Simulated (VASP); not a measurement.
## Au: single point with PBE

The system is Au.

```
CELL_PARAMETERS angstrom
2.81977 0.00000 0.00000
-1.40988 2.44199 0.00000
0.00000 0.00000 21.78496
ATOMIC_POSITIONS crystal
Au 0.00000 0.00000 0.06513
Au 0.00000 0.00000 0.56513
Au 0.00000 0.00000 0.43487
Au 0.00000 0.00000 0.93487
Au 0.33333 0.66667 0.18501
Au 0.66667 0.33333 0.68501
Au 0.33333 0.66667 0.31499
Au 0.66667 0.33333 0.81499
```

```json
{"Program": "VASP 6.6.1", "Task": "single point", "Functional": "PBE", "Potentials or basis": "VASP PAW PBE potentials, release 64 (Au)", "Cutoff": "520 eV", "k mesh": "6 × 6 × 2", "Occupations": "gaussian, width 0.1 eV", "Spin": "no spin polarisation"}
```

| Quantity | Value |
| --- | --- |
| Pressure | 0.0 GPa |
| Largest force | 0.009 eV/Å |
| Band gap on the k mesh | zero (band 44 reaches 10.96 eV, above the bottom of band 45 at 5.83 eV) |

Forces on the atoms (eV/Å):
```
Au   0.000  0.000 -0.009
Au   0.000  0.000 -0.009
Au   0.000  0.000  0.009
Au   0.000  0.000  0.009
Au   0.000  0.000  0.009
Au   0.000  0.000  0.009
Au   0.000  0.000 -0.009
Au   0.000  0.000 -0.009
```

Stress tensor (GPa, compression positive):
```
 0.00  0.00  0.00
 0.00  0.00  0.00
 0.00  0.00 -0.12
```

Levels at points of the mesh, in eV from the Fermi level:
```tsv
k point	band 42	band 43	band 44	band 45	band 46	band 47	band 48	band 49	band 50	band 51
(0.00, 0.00, 0.00)	-2.47	-2.47	-2.46	-2.46	-2.32	-2.32	-1.65	0.69	3.15	3.17
(0.50, 0.00, 0.00)	-0.02	0.20	0.71	1.45	1.81	1.86	2.02	2.79	2.80	2.85
(0.00, 0.00, 0.50)	-2.62	-2.36	-2.36	-2.36	-2.36	-2.34	-2.34	1.56	1.56	4.95
(0.50, 0.00, 0.50)	-0.21	0.47	0.47	1.61	1.61	1.97	1.97	2.82	2.82	2.83
```

It took 58 s on 1 thread of AMD EPYC 9R45 96-Core Processor (Zen 5), with other jobs on the host, peak memory 0.28 GiB.

Caveat: the k points lie up to 0.43 Å⁻¹ apart; spin-orbit coupling is left out, which moves the levels of the heavy elements.
